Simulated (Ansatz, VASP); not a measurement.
Two plane-wave programs on LiBr

```xyz
2
Lattice="0.0000 2.7395 2.7395 2.7395 0.0000 2.7395 2.7395 2.7395 0.0000" Properties=species:S:1:pos:R:3 pbc="T T T"
Li    0.0000    0.0000    0.0000
Br    2.7395    2.7395    2.7395
```

Alike in both runs: task single point; functional r2SCAN; k mesh 6 × 6 × 6; no spin polarisation.

```csv
,VASP,Ansatz
version,VASP 6.6.1,Ansatz 0.2.0
potentials or method,"VASP PAW PBE potentials, release 64 (Li_sv, Br)","plane waves, PAW"
plane-wave cutoff (eV),830,500
occupations,"gaussian, width 0.01 eV",fixed
valence electrons in the cell,10,10
```

VASP gave:

| Quantity | Value |
| --- | --- |
| gap on the k mesh at the Fermi level (eV) | 5.93 |

Q: What did Ansatz give for the same quantities?

A: gap on the k mesh at the Fermi level (eV): 5.88.

VASP's potentials were made for PBE, not for r2SCAN.
